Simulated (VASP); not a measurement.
# Si4O in VASP: further runs

Runs on Si4O. Level: PBE+D3(BJ). Tasks: single point.

Program: VASP 6.6.1. These are calculated values, not measurements. Logs are shortened: lines on timing, memory, paths and dates and some standing lists are left out, and cuts for length are marked.

## (1) The cell of the first run

The cell holds a slab with vacuum, 5 atoms: a = 3.833 Å, b = 3.833 Å, c = 21.103 Å, α = 90.00°, β = 90.00°, γ = 90.00°.

## (2) Single point, PBE+D3(BJ), collinear spin, ferromagnetic start

INCAR

```
ALGO = Normal ; DIPOL = 0.5 0.5 0.327
EDIFF = 1E-7 ; ENCUT = 520
GGA = PE ; IDIPOL = 3
ISIF = 2 ; ISMEAR = 0
ISPIN = 2 ; IVDW = 12
LASPH = True ; LCHARG = False
LDIPOL = True ; LORBIT = 11
LREAL = False ; LWAVE = False
MAGMOM = 0 0 0 0 2 ; NBANDS = 23
NELM = 150 ; PREC = Accurate
SIGMA = 0.05
```

KPOINTS

```
k-points
0
Gamma
  7 7 1
```

POSCAR

```
Si4O
1.0
    3.8333442603      0.0000000000      0.0000000000
    0.0000000000      3.8333442603      0.0000000000
    0.0000000000      0.0000000000     21.1034818054
Si O
4 1
Direct
    0.0000000000      0.5000000000      0.1895421825
    0.0000000000      0.0000000000      0.2537634268
    0.5000000000      0.0000000000      0.3207061911
    0.5000000000      0.5000000000      0.3839879068
    0.6250000000      0.7500000000      0.4882361072
```

Potentials or basis: VASP PAW PBE potentials, release 64 (Si, O).

Run with:

```sh
$ cat potpaw_PBE.64/Si/POTCAR potpaw_PBE.64/O/POTCAR > POTCAR
$ mpirun -np 1 vasp_std > vasp.out
```

OUTCAR:

```text
EDIFF = 1E-7
   ENCUT = 520
   GGA = PE
   ISIF = 2
   ISMEAR = 0
   ISPIN = 2
   IVDW = 12
   LASPH = True
   LORBIT = 11
   LREAL = False
   NELM = 150
   PREC = Accurate
 IVDW          = 12

 ion  position               nearest neighbor table
   1  0.000  0.500  0.190-   2 2.35   2 2.35
   2  0.000  0.000  0.254-   1 2.35   1 2.35   3 2.38   3 2.38
   3  0.500  0.000  0.321-   4 2.34   4 2.34   2 2.38   2 2.38
   4  0.500  0.500  0.384-   3 2.34   3 2.34   5 2.45
   5  0.625  0.750  0.488-   4 2.45

  LATTYP: Found a simple tetragonal cell.
 ALAT       =     3.8333442603
 C/A-ratio  =     5.5052404304

  Lattice vectors:

 A1 = (   3.8333442603,   0.0000000000,   0.0000000000)
 A2 = (   0.0000000000,   3.8333442603,   0.0000000000)
 A3 = (   0.0000000000,   0.0000000000,  21.1034818054)

Analysis of symmetry for initial positions (statically):
=====================================================================
 Subroutine PRICEL returns:
 Original cell was already a primitive cell.

 Routine SETGRP: Setting up the symmetry group for a
 simple tetragonal supercell.

 Subroutine GETGRP returns: Found  1 space group operations
 (whereof  1 operations were pure point group operations)
 out of a pool of 16 trial point group operations.

The static configuration has the point symmetry C_1 .

Analysis of symmetry for dynamics (positions and initial velocities):
=====================================================================
 Subroutine PRICEL returns:
 Original cell was already a primitive cell.

 Routine SETGRP: Setting up the symmetry group for a
 simple tetragonal supercell.

 Subroutine GETGRP returns: Found  1 space group operations
 (whereof  1 operations were pure point group operations)
 out of a pool of 16 trial point group operations.

The dynamic configuration has the point symmetry C_1 .

Analysis of structural, dynamic, and magnetic symmetry:
=====================================================================
 Subroutine PRICEL returns:
 Original cell was already a primitive cell.

 Routine SETGRP: Setting up the symmetry group for a
 simple tetragonal supercell.

 Subroutine GETGRP returns: Found  1 space group operations
 (whereof  1 operations were pure point group operations)
 out of a pool of 16 trial point group operations.

The overall configuration has the point symmetry C_1 .

 Subroutine INISYM returns: Found  1 space group operations
[... 139 lines left out ...]
   NGX = 15   NGY = 15   NGZ = 79

 dipolmoment           0.000000      0.000000     -0.046001 electrons x Angstroem

 number of electron      22.0000000 magnetization       0.9995561

 dipolmoment           0.000000      0.000000      0.200184 electrons x Angstroem

 Free energy of the ion-electron system (eV)
  ---------------------------------------------------
  ext. energy  EPLUGINS =         0.00000000
  ---------------------------------------------------
  free energy    TOTEN  =       -21.43731566 eV

  energy without entropy =      -21.43523689  energy(sigma->0) =      -21.43627628

 E-fermi :  -3.1515     XC(G=0):  -3.7475

 val. band max:       -3.1895947051   @ k =  -0.2857   0.4286   0.0000
 cond. band min:      -3.1290394123   @ k =  -0.4286   0.2857   0.0000
 fundamental gap:      0.0605552929
 Fermi energy:        -3.1515247240

 spin component 1

 k-point     1 :       0.0000    0.0000    0.0000
  band No.  band energies     occupation
      1     -20.1322      1.00000
      2     -14.1673      1.00000
      3     -11.9883      1.00000
      4      -8.6660      1.00000
      5      -5.9024      1.00000
      6      -5.7906      1.00000
[... 613 lines left out ...]
     22       5.7267      0.00000
     23       6.0848      0.00000

 [... further k-points ...]

 spin component 2

 k-point     1 :       0.0000    0.0000    0.0000
  band No.  band energies     occupation
      1     -18.0858      1.00000
      2     -14.1905      1.00000
      3     -12.0260      1.00000
      4      -8.7022      1.00000
      5      -5.4130      1.00000
      6      -5.2160      1.00000
[... 613 lines left out ...]
     22       5.6927      0.00000
     23       6.0607      0.00000

 [... further k-points ...]

------------------------ aborting loop because EDIFF is reached ----------------------------------------

 vacuum level on the upper side and lower side of the slab       (xc-potential included)         1.206        -1.199

 Edisp (eV)   -0.99694

 E8    (eV) :    -0.4242

  FORCE on cell =-STRESS in cart. coord.  units (eV):
  Direction    XX          YY          ZZ          XY          YZ          ZX
  --------------------------------------------------------------------------------------
  -------------------------------------------------------------------------------------
  Total      -4.48565    -1.63788    -6.71270    -0.67488    -2.67881    -1.12454
  in kB     -23.17537    -8.46217   -34.68152    -3.48680   -13.84022    -5.81002
  external pressure =      -22.11 kB  Pullay stress =        0.00 kB

 VOLUME and BASIS-vectors are now :
 -----------------------------------------------------------------------------
  energy-cutoff  :      520.00
  volume of cell :      310.11
      direct lattice vectors                 reciprocal lattice vectors
     3.833344260  0.000000000  0.000000000     0.260868822  0.000000000  0.000000000
     0.000000000  3.833344260  0.000000000     0.000000000  0.260868822  0.000000000
     0.000000000  0.000000000 21.103481805     0.000000000  0.000000000  0.047385546

 POSITION                                       TOTAL-FORCE (eV/Angst)
 -----------------------------------------------------------------------------------
      0.00000      1.91667      4.00000        -0.028887      0.055963     -0.081199
      0.00000      0.00000      5.35529         0.078965      0.107077      0.288595
      1.91667      0.00000      6.76802        -0.030480     -0.315281      0.204131
      1.91667      1.91667      8.10348         0.465622      1.323952      2.294715
      2.39584      2.87501     10.30348        -0.485221     -1.171711     -2.706241
 -----------------------------------------------------------------------------------
    total drift:                               -0.000039      0.000063      0.000372

  FREE ENERGIE OF THE ION-ELECTRON SYSTEM (eV)
  ---------------------------------------------------
  free  energy   TOTEN  =       -22.4342579446 eV

  energy  without entropy=      -22.4321791725  energy(sigma->0) =      -22.43321856

 vacuum level on the upper side and lower side of the slab         4.767         2.299

 total charge

# of ion       s       p       d       tot
------------------------------------------
    1        0.864   0.721   0.000   1.585
    2        0.774   0.893   0.000   1.668
    3        0.774   0.892   0.000   1.666
    4        0.827   0.693   0.000   1.521
    5        1.616   2.997   0.000   4.613
--------------------------------------------------
tot          4.856   6.197   0.000  11.053

 magnetization (x)

# of ion       s       p       d       tot
------------------------------------------
    1       -0.002  -0.012   0.000  -0.014
    2       -0.000  -0.012   0.000  -0.012
    3        0.002  -0.004   0.000  -0.001
    4       -0.002  -0.058   0.000  -0.061
    5        0.009   0.956   0.000   0.965
--------------------------------------------------
tot          0.008   0.870   0.000   0.878
```

Run time: 14 min. Hardware: 1 thread of AMD EPYC 9R45 (Zen 5), shared host; peak memory 0.62 GiB.

What came out:

- Free energy: -22.4343 eV
- Largest force: 2.989 eV/Å
- Net moment: 1.00 μB per cell
- Site moments: Si -0.01, -0.00, -0.06; O +0.96 μB
- Valence electrons inside the program's atomic spheres: Si 1.58, 1.67, 1.52; O 4.61
- Dispersion energy per atom: -0.199 eV

Forces on the atoms (eV/Å):
```
Si  -0.029  0.056 -0.081
Si   0.079  0.107  0.289
Si  -0.030 -0.315  0.204
Si   0.466  1.324  2.295
O   -0.485 -1.172 -2.706
```

## (3) Single point, PBE+D3(BJ), collinear spin, ferromagnetic start

INCAR

```
SYSTEM = Si4O
PREC = Accurate ; ENCUT = 520
EDIFF = 1E-6 ; ISMEAR = 0
SIGMA = 0.05 ; LREAL = .FALSE.
LASPH = .TRUE. ; NELM = 150
ALGO = Normal ; ISIF = 2
LWAVE = .FALSE. ; LCHARG = .FALSE.
ISPIN = 2 ; MAGMOM = 0 0 0 0 2
LORBIT = 11 ; LDIPOL = .TRUE.
IDIPOL = 3 ; DIPOL = 0.5 0.5 0.327
GGA = PE ; IVDW = 12
NBANDS = 23
```

KPOINTS

```
regular mesh
0
G
  7 7 1
  0 0 0
```

Changes to POSCAR since step 2:

```diff
@@ -12,2 +12,2 @@
     0.5000000000      0.5000000000      0.3839879068
-    0.6250000000      0.7500000000      0.4882361072
+    0.7500000000      0.6250000000      0.4882361072
```

Potentials or basis: VASP PAW PBE potentials, release 64 (Si, O).

Run with:

```sh
$ cat potpaw_PBE.64/Si/POTCAR potpaw_PBE.64/O/POTCAR > POTCAR
$ mpirun -np 1 vasp_std > vasp.out
```

It took 11 min on 1 thread of AMD EPYC 9R45 (Zen 5), shared host; peak memory 0.62 GiB.

It converged, with:

* Free energy: -22.5323 eV
* Largest force: 3.116 eV/Å
* Net moment: 0.98 μB per cell
* Site moments: Si -0.01, -0.00, -0.06; O +0.94 μB
* Valence electrons inside the program's atomic spheres: Si 1.59, 1.67, 1.52; O 4.61
* Dispersion energy per atom: -0.199 eV

Forces on the atoms (eV/Å):
```
Si  -0.040  0.028 -0.116
Si   0.119  0.052  0.338
Si  -0.012 -0.158  0.216
Si   0.881  0.731  2.458
O   -0.949 -0.652 -2.896
```

Levels at points of the mesh, in eV from the Fermi level:
Spin up:
```tsv
k point	band 7	band 8	band 9	band 10	band 11	band 12	band 13	band 14	band 15	band 16
(0.00, 0.00, 0.00)	-2.15	-1.86	-1.27	-0.90	-0.67	0.83	1.31	1.73	1.95	3.02
```
Spin down:
| k point | band 7 | band 8 | band 9 | band 10 | band 11 | band 12 | band 13 | band 14 |
| --- | --- | --- | --- | --- | --- | --- | --- | --- |
| (0.00, 0.00, 0.00) | -1.87 | -0.80 | -0.53 | -0.16 | 0.61 | 0.88 | 1.34 | 1.72 |
